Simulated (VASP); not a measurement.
# Ir in VASP: further runs, part 2 of 2

VASP 6.6.1.

### 4 Single point, PBE (uniaxial strain along a: +1.0 %, then relaxed in part)

The input, INCAR:

```
ALGO = Fast ; EDIFF = 1E-7
ENCUT = 520 ; GGA = PE
ISIF = 2 ; ISMEAR = 0
LASPH = True ; LCHARG = False
LREAL = False ; LWAVE = False
NBANDS = 16 ; NELM = 80
PREC = Accurate ; SIGMA = 0.1
```

The input, KPOINTS:

```
k-points
0
Gamma
  18 18 14
```

The input, POSCAR:

```
Ir
1.0
    1.9546795731      1.9546795731      0.0000000000
   -1.9329997978      1.9329997978      0.0000000000
    0.0000000000      0.0000000000      3.8577980028
Ir
2
Direct
    0.0000000000      0.0000000000      0.0000000000
    0.5000000000      0.5000000000      0.5000000000
```

Potentials or basis: VASP PAW PBE potentials, release 64 (Ir).

The run is started by

```
cat potpaw_PBE.64/Ir/POTCAR > POTCAR
mpirun -np 1 vasp_std > vasp.out
```

OUTCAR:

```text
EDIFF = 1E-7
   ENCUT = 520
   GGA = PE
   ISIF = 2
   ISMEAR = 0
   LASPH = True
   LREAL = False
   NELM = 80
   PREC = Accurate

 ion  position               nearest neighbor table
   1  0.000  0.000  0.000-   2 2.74   2 2.74   2 2.74   2 2.74   2 2.74   2 2.74   2 2.74   2 2.74

   2  0.500  0.500  0.500-   1 2.74   1 2.74   1 2.74   1 2.74   1 2.74   1 2.74   1 2.74   1 2.74

  LATTYP: Found a simple orthorhombic cell.
 ALAT       =     2.7336745301
 B/A-ratio  =     1.0112156118
 C/A-ratio  =     1.4112133542

  Lattice vectors:

 A1 = (   1.9329997978,  -1.9329997978,   0.0000000000)
 A2 = (   1.9546795731,   1.9546795731,   0.0000000000)
 A3 = (   0.0000000000,   0.0000000000,   3.8577980028)

Analysis of symmetry for initial positions (statically):
=====================================================================
 Subroutine PRICEL returns following result:

  LATTYP: Found a body centered orthorhombic cell.
 ALAT       =     2.7336745301
 B/A-ratio  =     1.0112156118
 C/A-ratio  =     1.4112133542

  Lattice vectors:

[... 184 lines left out ...]

  energy without entropy =      -17.69182118  energy(sigma->0) =      -17.69658260

 E-fermi :   9.8927     XC(G=0): -13.8105

 val. band max:        9.8922097560   @ k =   0.4444   0.1667   0.0000
 cond. band min:       9.8944819882   @ k =   0.3333   0.3889   0.0000
 fundamental gap:      0.0022722323
 Fermi energy:         9.8926588416

 k-point     1 :       0.0000    0.0000    0.0000
  band No.  band energies     occupation
      1      -0.9052      2.00000
      2       2.3279      2.00000
      3       2.8681      2.00000
      4       6.0700      2.00000
      5       6.2345      2.00000
      6       6.2400      2.00000
[... 433 lines left out ...]
      3       3.6400      2.00000
      4       5.4031      2.00000
      5       6.7967      2.00000
      6       6.7983      2.00000
[... 8 lines left out ...]
     15      22.9158      0.00000
     16      26.0851      0.00000

 [... further k-points ...]

------------------------ aborting loop because EDIFF is reached ----------------------------------------

  FORCE on cell =-STRESS in cart. coord.  units (eV):
  Direction    XX          YY          ZZ          XY          YZ          ZX
  --------------------------------------------------------------------------------------
  -------------------------------------------------------------------------------------
  Total       -0.4083395     -0.4083395      0.0850268     -0.4924092      0.0000000      0.0000000
  in kB      -22.4416647    -22.4416647      4.6729346    -27.0620016      0.0000000      0.0000000
  external PRESSURE =     -13.4034649 kB  Pullay stress =       0.0000000 kB

 VOLUME and BASIS-vectors are now :
 -----------------------------------------------------------------------------
  energy-cutoff  :      520.00
  volume of cell :       29.15
      direct lattice vectors                 reciprocal lattice vectors
     1.954679573  1.954679573  0.000000000     0.255796401  0.255796401  0.000000000
    -1.932999798  1.932999798  0.000000000    -0.258665314  0.258665314  0.000000000
     0.000000000  0.000000000  3.857798003     0.000000000  0.000000000  0.259215231

 POSITION                                       TOTAL-FORCE (eV/Angst)
 -----------------------------------------------------------------------------------
      0.00000      0.00000      0.00000        -0.000000     -0.000000     -0.000000
      0.01084      1.94384      1.92890         0.000000      0.000000      0.000000
 -----------------------------------------------------------------------------------
    total drift:                               -0.000000      0.000000     -0.000000

  FREE ENERGIE OF THE ION-ELECTRON SYSTEM (eV)
  ---------------------------------------------------
  free  energy   TOTEN  =       -17.7013440232 eV

  energy  without entropy=      -17.6918211829  energy(sigma->0) =      -17.69658260
```

OSZICAR:

```text
N       E                     dE             d eps       ncg     rms          rms(c)
DAV:   1     0.145639395516E+03    0.14564E+03   -0.82707E+03 25744   0.111E+03
DAV:   2    -0.150284731959E+02   -0.16067E+03   -0.14479E+03 25648   0.308E+02
DAV:   3    -0.187950237632E+02   -0.37666E+01   -0.37177E+01 35464   0.563E+01
[... 11 lines left out ...]
RMM:  15    -0.177013432939E+02    0.44655E-06   -0.55352E-06 28827   0.171E-02    0.106E-02
RMM:  16    -0.177013436691E+02   -0.37527E-06   -0.63644E-07 28375   0.701E-03    0.601E-03
RMM:  17    -0.177013437810E+02   -0.11188E-06   -0.33593E-07 23078   0.496E-03    0.191E-03
RMM:  18    -0.177013439937E+02   -0.21268E-06   -0.66367E-08 16540   0.238E-03    0.117E-03
RMM:  19    -0.177013440232E+02   -0.29497E-07   -0.52820E-08 16065   0.260E-03
   1 F= -.17701344E+02 E0= -.17696583E+02  d E =-.952284E-02
```

Run time: 7.9 min. Hardware: 1 thread of Intel Xeon 8259CL, shared host; peak memory 0.41 GiB.

What came out:

```
Free energy            : -17.7013 eV
Pressure               : -1.3 GPa
Band gap on the k mesh : zero (bands 9 and 10 overlap by 3.20 eV)
```

Caveat: the cell differs from its parent crystal (uniaxial strain along a: +1.0 %, then relaxed in part); spin-orbit coupling is left out, which moves the levels of the heavy elements.

### 5 Single point, PBE (uniaxial strain along a: +1.0 %)

The input, INCAR:

```
SYSTEM = Ir
ALGO     = Fast           ! electronic algorithm
EDIFF    = 1E-6           ! SCF threshold, eV
ENCUT    = 520            ! plane-wave cutoff, eV
GGA      = PE             ! functional
ISIF     = 2              ! what is computed and relaxed
ISMEAR   = 0              ! smearing method
LASPH    = .True.         ! aspherical terms in the spheres
LCHARG   = .False.        ! write CHGCAR
LREAL    = .False.        ! projectors in reciprocal space
LWAVE    = .False.        ! write WAVECAR
NBANDS   = 16             ! bands
NELM     = 60             ! most SCF steps
PREC     = Accurate       ! precision mode
SIGMA    = 0.1            ! smearing width, eV
```

The input, KPOINTS:

```
k-points
0
Gamma
  18 18 14
  0 0 0
```

The input, POSCAR:

```
Ir
1.0
    1.9546795731      1.9546795731      0.0000000000
   -1.9304879942      1.9304879942      0.0000000000
    0.0000000000      0.0000000000      3.8609759885
Ir
2
Direct
    0.0000000000      0.0000000000      0.0000000000
    0.5000000000      0.5000000000      0.5000000000
```

The run is started by

```
cat potpaw_PBE.64/Ir/POTCAR > POTCAR
mpirun -np 1 vasp_std > vasp.out
```

It took 6.9 min on 1 thread of Intel Xeon 8259CL, shared host; peak memory 0.41 GiB.

The run converged. Its results:

- Free energy: -17.7012 eV
- Pressure: -1.2 GPa
- Band gap on the k mesh: zero (bands 9 and 10 overlap by 3.18 eV)

Stress tensor (GPa, compression positive):
```
-1.88 -3.04  0.00
-3.04 -1.88  0.00
 0.00  0.00  0.30
```

Levels at points of the mesh, in eV from the Fermi level:
```csv
k point,band 5,band 6,band 7,band 8,band 9,band 10,band 11,band 12,band 13,band 14
"(0.00, 0.00, 0.00)",-3.67,-3.65,-1.20,-1.09,0.81,1.40,1.41,1.79,10.23,11.26
"(0.50, 0.00, 0.00)",-4.41,-4.41,-2.24,-2.24,-1.28,-1.28,2.55,2.55,11.44,11.44
"(0.00, 0.50, 0.00)",-4.31,-4.31,-2.43,-2.43,-1.36,-1.36,2.83,2.83,11.55,11.55
"(0.50, 0.50, 0.00)",0.81,0.81,1.36,1.36,1.43,1.43,1.67,1.67,10.06,10.06
"(0.00, 0.00, 0.50)",-2.86,-2.86,-1.88,-1.88,-1.75,-1.75,-0.27,-0.27,17.60,17.63
"(0.50, 0.00, 0.50)",-3.76,-3.76,-0.74,-0.74,0.75,0.75,0.90,0.90,6.88,6.88
"(0.00, 0.50, 0.50)",-3.70,-3.70,-0.62,-0.62,0.84,0.84,0.89,0.89,7.06,7.06
"(0.50, 0.50, 0.50)",-4.62,-4.62,-1.69,-1.69,1.36,1.36,7.88,7.88,8.86,8.86
```

Caveat: the cell differs from its parent crystal (uniaxial strain along a: +1.0 %); spin-orbit coupling is left out, which moves the levels of the heavy elements.

### 6 Single point, PBE (uniaxial strain along a: +2.0 %, then relaxed in part)

The input, INCAR:

```
SYSTEM = Ir
  PREC = Accurate
  ENCUT = 520
  EDIFF = 1E-6
  ISMEAR = 0
  SIGMA = 0.1
  LREAL = .FALSE.
  LASPH = .TRUE.
  NELM = 60
  ALGO = Fast
  ISIF = 2
  LWAVE = .FALSE.
  LCHARG = .FALSE.
  GGA = PE
  NBANDS = 16
```

The input, KPOINTS:

```
Automatic mesh
0
G
  18 18 14
  0 0 0
```

The input, POSCAR:

```
Ir
1.0
    1.9740328362      1.9740328362      0.0000000000
   -1.9308475583      1.9308475583      0.0000000000
    0.0000000000      0.0000000000      3.8443445624
Ir
2
Direct
    0.0000000000      0.0000000000      0.0000000000
    0.5000000000      0.5000000000      0.5000000000
```

Potentials or basis: VASP PAW PBE potentials, release 64 (Ir).

The run is started by

```
cat potpaw_PBE.64/Ir/POTCAR > POTCAR
mpirun -np 1 vasp_std > vasp.out
```

It took 6.6 min on 1 thread of Intel Xeon 8259CL, shared host; peak memory 0.41 GiB.

The run converged. Its results:

```yaml
Free_energy: -17.6878 eV
Pressure: -2.9 GPa
Band_gap_on_the_k_mesh: zero (bands 9 and 10 overlap by 3.18 eV)
```

Stress tensor (GPa, compression positive):
```
-4.60 -5.08  0.00
-5.08 -4.60  0.00
 0.00  0.00  0.47
```

Levels at points of the mesh, in eV from the Fermi level:
```csv
k point,band 5,band 6,band 7,band 8,band 9,band 10,band 11,band 12,band 13,band 14
"(0.00, 0.00, 0.00)",-3.58,-3.57,-1.26,-1.00,0.80,1.39,1.41,1.93,10.32,10.95
"(0.50, 0.00, 0.00)",-4.40,-4.40,-2.16,-2.16,-1.26,-1.26,2.36,2.36,11.49,11.49
"(0.00, 0.50, 0.00)",-4.23,-4.23,-2.50,-2.50,-1.41,-1.41,2.85,2.85,11.67,11.67
"(0.50, 0.50, 0.00)",0.78,0.78,1.31,1.31,1.47,1.47,1.61,1.61,9.92,9.92
"(0.00, 0.00, 0.50)",-2.76,-2.76,-1.94,-1.94,-1.71,-1.71,-0.31,-0.31,17.36,17.36
"(0.50, 0.00, 0.50)",-3.71,-3.71,-0.76,-0.76,0.66,0.66,0.95,0.95,6.77,6.77
"(0.00, 0.50, 0.50)",-3.55,-3.55,-0.55,-0.55,0.84,0.84,0.90,0.90,7.08,7.08
"(0.50, 0.50, 0.50)",-4.55,-4.55,-1.64,-1.64,1.28,1.28,7.74,7.74,8.83,8.83
```

Caveat: the cell differs from its parent crystal (uniaxial strain along a: +2.0 %, then relaxed in part); the stress differs along the axes, from -5 to 0 GPa; spin-orbit coupling is left out, which moves the levels of the heavy elements.

### 7 Single point, PBE (uniaxial strain along a: +2.0 %)

The input, INCAR:

```
PREC = Accurate ; ENCUT = 520
EDIFF = 1E-6 ; ISMEAR = 0
SIGMA = 0.1 ; LREAL = False
LASPH = True ; NELM = 80
ALGO = Fast ; ISIF = 2
LWAVE = False ; LCHARG = False
GGA = PE ; NBANDS = 16
```

The input, KPOINTS:

```
Automatic mesh
0
Gamma
  18 18 14
```

The input, POSCAR:

```
Ir
1.0
    1.9740328362      1.9740328362      0.0000000000
   -1.9256496785      1.9256496785      0.0000000000
    0.0000000000      0.0000000000      3.8512993569
Ir
2
Direct
    0.0000000000      0.0000000000      0.0000000000
    0.5000000000      0.5000000000      0.5000000000
```

The run is started by

```
cat potpaw_PBE.64/Ir/POTCAR > POTCAR
mpirun -np 1 vasp_std > vasp.out
```

It took 7.2 min on 1 thread of Intel Xeon 8259CL, shared host; peak memory 0.41 GiB.

Results (log left out):

- Free energy: -17.6873 eV
- Pressure: -2.6 GPa
- Band gap on the k mesh: zero (bands 9 and 10 overlap by 3.15 eV)

Stress tensor (GPa, compression positive):
```
-3.89 -5.79  0.00
-5.79 -3.89  0.00
 0.00  0.00  0.03
```

Levels at points of the mesh, in eV from the Fermi level:
| k point | band 7 | band 8 | band 9 | band 10 | band 11 | band 12 |
| --- | --- | --- | --- | --- | --- | --- |
| (0.00, 0.00, 0.00) | -1.23 | -1.02 | 0.80 | 1.39 | 1.41 | 1.88 |
| (0.50, 0.00, 0.00) | -2.13 | -2.13 | -1.24 | -1.24 | 2.36 | 2.36 |
| (0.00, 0.50, 0.00) | -2.52 | -2.52 | -1.41 | -1.41 | 2.91 | 2.91 |
| (0.50, 0.50, 0.00) | 1.33 | 1.33 | 1.45 | 1.45 | 1.63 | 1.63 |
| (0.00, 0.00, 0.50) | -1.95 | -1.95 | -1.69 | -1.69 | -0.29 | -0.29 |
| (0.50, 0.00, 0.50) | -0.78 | -0.78 | 0.66 | 0.66 | 0.94 | 0.94 |
| (0.00, 0.50, 0.50) | -0.54 | -0.54 | 0.83 | 0.83 | 0.93 | 0.93 |
| (0.50, 0.50, 0.50) | -1.65 | -1.65 | 1.30 | 1.30 | 7.79 | 7.79 |

Caveat: the cell differs from its parent crystal (uniaxial strain along a: +2.0 %); spin-orbit coupling is left out, which moves the levels of the heavy elements.

### 8 The runs side by side

| cell | further INCAR settings | gap on the mesh (eV) | pressure (GPa) |
| --- | --- | --- | --- |
| a = 2.819, b = 2.819, c = 3.987 Å, 2 atoms | ALGO = Fast; EDIFF = 1e-06; NBANDS = 16 | none | -24.2 |
| a = 2.710, b = 2.744, c = 3.880 Å, 2 atoms | ALGO = Fast; EDIFF = 1e-07; NBANDS = 16 | none | 2.4 |
| a = 2.764, b = 2.734, c = 3.858 Å, 2 atoms | ALGO = Fast; EDIFF = 1e-07; NBANDS = 16 | none | -1.3 |
| a = 2.764, b = 2.730, c = 3.861 Å, 2 atoms | ALGO = Fast; EDIFF = 1e-06; NBANDS = 16 | none | -1.2 |
| a = 2.792, b = 2.731, c = 3.844 Å, 2 atoms | ALGO = Fast; EDIFF = 1e-06; NBANDS = 16 | none | -2.9 |
| a = 2.792, b = 2.723, c = 3.851 Å, 2 atoms | ALGO = Fast; EDIFF = 1e-06; NBANDS = 16 | none | -2.6 |

Alike in all rows: task single point; level PBE; potentials or basis VASP PAW PBE potentials, release 64 (Ir); no spin polarisation; k mesh 18 × 18 × 14; cutoff (eV) 520; smearing gaussian 0.1 eV.

Caveats: spin-orbit coupling is left out, which moves the levels of the heavy elements; the cell stands under tension (at least some runs); the stress differs along the axes, from -5 to 0 GPa (at least some runs).

Absolute energies hang on the potentials; compare differences alone.
